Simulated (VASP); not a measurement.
A run of VASP 6.6.1:

File INCAR:

```
  PREC = Accurate
  ENCUT = 520
  EDIFF = 1E-6
  ISMEAR = -1
  SIGMA = 0.1
  LREAL = Auto
  LASPH = T
  NELM = 100
  ALGO = Normal
  ISIF = 2
  LWAVE = F
  LCHARG = T
  GGA = PE
  LELF = T
  LVHAR = T
  NBANDS = 60
```

The input KPOINTS:

```
regular mesh
0
Gamma
  2 2 1
```

Contents of POSCAR:

```
Al24Cu
1.0
    5.7275650000      0.0000000000      0.0000000000
    4.2956740000      7.4403250000      0.0000000000
    0.0000000000      0.0000000000     20.0148060000
Al Cu
24 1
Direct
    0.0000000000      0.0000000000      0.0499630124
    0.5000030554      0.0000000000      0.0499630124
    0.0000023532      0.3333322133      0.0499630124
    0.5000054086      0.3333322133      0.0499630124
    0.0000047063      0.6666644266      0.0499630124
    0.5000077617      0.6666644266      0.0499630124
    0.1915658577      0.1094575842      0.1602313807
    0.6637086162      0.1162718026      0.1641334920
    0.2072128787      0.4397388555      0.1777234313
    0.7171089958      0.4295511285      0.1686251668
    0.1480208840      0.7879091303      0.1699941533
    0.7087864854      0.7618081199      0.1787876435
   -0.1343147449      0.1827877142      0.3303604342
    0.4087758335      0.1918464583      0.2938874351
   -0.1360773359      0.5322079345      0.2981742616
    0.4202816592      0.5329337092      0.2885463891
   -0.1227555217      0.8680803594      0.3039100154
    0.3622636751      0.8698544754      0.3028957663
    0.0246813053     -0.0805609970      0.4582957237
    0.5966315878     -0.1524664581      0.4580858790
    0.1126756207      0.1793066835      0.4563121921
    0.4524278286      0.2727837830      0.4856904434
    0.0684769209      0.6139651158      0.4115952960
    0.5911485143      0.4721164734      0.4184302361
    0.8989376357      0.4958654360      0.4925553613
```

Potentials or basis: VASP PAW PBE potentials, release 64 (Al, Cu).

Command:

```sh
$ cat potpaw_PBE.64/Al/POTCAR potpaw_PBE.64/Cu/POTCAR > POTCAR
$ mpirun -np 1 vasp_std > vasp.out
```

Hardware: 1 thread of AMD EPYC 7R13, with other jobs on the host.

Problem. How long does it take, and how much memory?

Solution. It took 14 min on 1 thread of AMD EPYC 7R13, with other jobs on the host, peak memory 0.87 GiB. Counts: scf iterations 24, k points 4.
